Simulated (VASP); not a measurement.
Input of a VASP 6.6.1 run:

INCAR

```
PREC = Accurate ; ENCUT = 520
EDIFF = 1E-6 ; ISMEAR = 0
SIGMA = 0.15 ; LREAL = False
LASPH = True ; NELM = 60
ALGO = Normal ; ISIF = 2
LWAVE = False ; LCHARG = False
GGA = PE ; NBANDS = 16
```

KPOINTS

```
regular mesh
0
Gamma
  14 14 14
```

Contents of POSCAR:

```
InSb
1.0
    0.0000000000      3.1657027360      2.9792428449
    3.1657027360      0.0000000000      2.9792428449
    3.1657027360      3.1657027360      0.0000000000
In Sb
1 1
Direct
    0.0000000000      0.0000000000      0.0000000000
    0.5000000000      0.5000000000      0.5000000000
```

Potentials or basis: VASP PAW PBE potentials, release 64 (In_d, Sb).

Run with:

```sh
$ cat potpaw_PBE.64/In_d/POTCAR potpaw_PBE.64/Sb/POTCAR > POTCAR
$ mpirun -np 1 vasp_std > vasp.out
```

(1) Predict the band gap on the k mesh.

(2) Estimate the pressure.

## Answers

(1) zero (bands 9 and 10 overlap by 2.69 eV).

(2) -0.9 GPa.

Caveat: spin-orbit coupling is left out, which moves the levels of the heavy elements.
